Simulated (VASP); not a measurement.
**ZrC: single point with PBE**

ZrC:

```
Zr C
1.0
     0.00000    2.35432    2.35432
     2.35432    0.00000    2.35432
     2.35432    2.35432    0.00000
Zr C
1 1
Direct
  0.50000 0.50000 0.50000
  0.00000 0.00000 0.00000
```

```json
{
 "Program": "VASP 6.6.1",
 "Task": "single point",
 "Functional": "PBE",
 "Potentials or basis": "VASP PAW PBE potentials, release 64 (Zr_sv, C)",
 "Cutoff": "520 eV",
 "k mesh": "20 × 20 × 20",
 "Occupations": "gaussian, width 0.1 eV",
 "Spin": "no spin polarisation"
}
```

```
Pressure               : 0.3 GPa
Band gap on the k mesh : zero (bands 8 and 9 overlap by 1.31 eV)
```

Levels at points of the mesh, in eV from the Fermi level:
| k point | band 5 | band 6 | band 7 | band 8 | band 9 | band 10 | band 11 | band 12 |
| --- | --- | --- | --- | --- | --- | --- | --- | --- |
| (0.00, 0.00, 0.00) | -11.31 | 0.92 | 0.92 | 0.92 | 1.07 | 1.07 | 1.07 | 2.78 |
| (0.50, 0.00, 0.00) | -8.26 | -5.29 | -2.93 | -2.93 | 4.45 | 4.45 | 5.28 | 6.49 |
| (0.50, 0.50, 0.00) | -10.14 | -2.09 | -1.76 | 0.04 | 0.04 | 4.40 | 5.61 | 5.61 |

Wall time 110 s on 1 thread of Intel(R) Xeon(R) Platinum 8259CL CPU @ 2.50GHz (Skylake/Cascade Lake) (shared host), peak memory 0.24 GiB.
